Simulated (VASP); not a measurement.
Here is a VASP 6.6.1 calculation.

The input INCAR:

```
SYSTEM = Pt
ALGO     = Normal         ! electronic algorithm
EDIFF    = 1E-6           ! SCF threshold, eV
ENCUT    = 520            ! plane-wave cutoff, eV
GGA      = PS             ! functional
ISIF     = 2              ! what is computed and relaxed
ISMEAR   = -1             ! smearing method
LASPH    = .TRUE.         ! aspherical terms in the spheres
LCHARG   = .FALSE.        ! write CHGCAR
LREAL    = .FALSE.        ! projectors in reciprocal space
LWAVE    = .FALSE.        ! write WAVECAR
NBANDS   = 17             ! bands
NELM     = 60             ! most SCF steps
PREC     = Accurate       ! precision mode
SIGMA    = 0.1            ! smearing width, eV
```

The input KPOINTS:

```
k-points
0
G
  16 16 16
  0 0 0
```

POSCAR

```
Pt
1.0
   -2.4741714438      2.4741714438      1.3314748930
    2.4741714438     -2.4741714438      1.3314748930
    2.4741714438      2.4741714438     -1.3314748930
Pt
2
Direct
   -0.3750000000     -0.1250000000     -0.2500000000
    0.3750000000      0.1250000000      0.2500000000
```

Potentials or basis: VASP PAW PBE potentials, release 64 (Pt).

Command:

```bash
$ cat potpaw_PBE.64/Pt/POTCAR > POTCAR
$ mpirun -np 1 vasp_std > vasp.out
```

(1) What does it give for the pressure?

(2) Predict the band gap on the k mesh.

Results:

(1) 2.1 GPa.

(2) zero (band 10 reaches 10.58 eV, above the bottom of band 11 at 8.71 eV).

Caveat: the PAW data sets were made with another functional, which shifts forces and pressure a little; spin-orbit coupling is left out, which moves the levels of the heavy elements.
